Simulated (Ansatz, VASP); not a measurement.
One calculation of SnO2, two programs

The input INCAR:

```
PREC = Accurate ; ENCUT = 520
EDIFF = 1E-6 ; ISMEAR = 0
SIGMA = 0.05 ; LREAL = F
LASPH = T ; NELM = 60
ALGO = Normal ; ISIF = 2
LWAVE = F ; LCHARG = T
GGA = CA ; LELF = T
LVHAR = T ; NBANDS = 35
```

Contents of KPOINTS:

```
Automatic mesh
0
Gamma
  10 10 10
```

File POSCAR:

```
SnO2
1.0
   -1.9861130355      1.9861130355      5.1665203095
    1.9861130355     -1.9861130355      5.1665203095
    1.9861130355      1.9861130355     -5.1665203095
Sn O
2 4
Direct
    0.7500000000      0.2500000000      0.5000000000
    0.0000000000      0.0000000000      0.0000000000
    0.7969975836      0.7969975836      0.0000000000
    0.9530024164      0.4530024164      0.5000000000
    0.2030024164      0.2030024164      0.0000000000
    0.5469975836      0.0469975836      0.5000000000
```

Input for Ansatz:

```yaml
crystal:
  lattice:
    - [-1.9861130355, 1.9861130355, 5.1665203095]
    - [1.9861130355, -1.9861130355, 5.1665203095]
    - [1.9861130355, 1.9861130355, -5.1665203095]
  atoms:
    - { symbol: Sn, position: [0.75, 0.25, 0.5] }
    - { symbol: Sn, position: [0.0, 0.0, 0.0] }
    - { symbol: O, position: [0.7969975836, 0.7969975836, 0.0] }
    - { symbol: O, position: [0.9530024164, 0.4530024164, 0.5] }
    - { symbol: O, position: [0.2030024164, 0.2030024164, 0.0] }
    - { symbol: O, position: [0.5469975836, 0.0469975836, 0.5] }
basis:
  ecutwfc: 420
kpoints:
  mp_grid: { grid: [10, 10, 10] }
hamiltonian:
  xc: lda
scf:
  occupations: { method: gaussian, width: 0.05 }
output:
  forces: true
  stress: true
  eigenvalues: true
```

Change from the starting cell: strain +0.0150 x Voigt [0, 0, 1, 0, 0, 0], atoms carried along.

Alike in both runs: task single point; functional LDA; k mesh 10 × 10 × 10; occupations gaussian, width 0.05 eV; no spin polarisation.

```csv
,VASP,Ansatz
version,VASP 6.6.1,Ansatz 0.2.0
potentials or method,"VASP PAW LDA potentials, release 64 (Sn_d, O), cutoff 520 eV","scalar-relativistic, plane waves, PAW"
valence electrons in the cell,52,52
```

```csv
,VASP,Ansatz,Ansatz less VASP
gap on the k mesh at the Fermi level (eV),1.55,1.52,-0.031
least direct gap on the mesh (eV),1.93,1.90,-0.032
pressure (GPa),-2.1,-3.0,-0.87
"traceless stress, the component that is largest in VASP (GPa)",-2.15,-2.30,-0.147
rms of the force components (eV/Å),0.104,0.118,+0.0138
```

LDA's correlation is that of Perdew and Zunger in VASP and of Perdew and Wang (1992) in Ansatz. Atom by atom the forces differ by 0.014 eV/Å (rms over components).
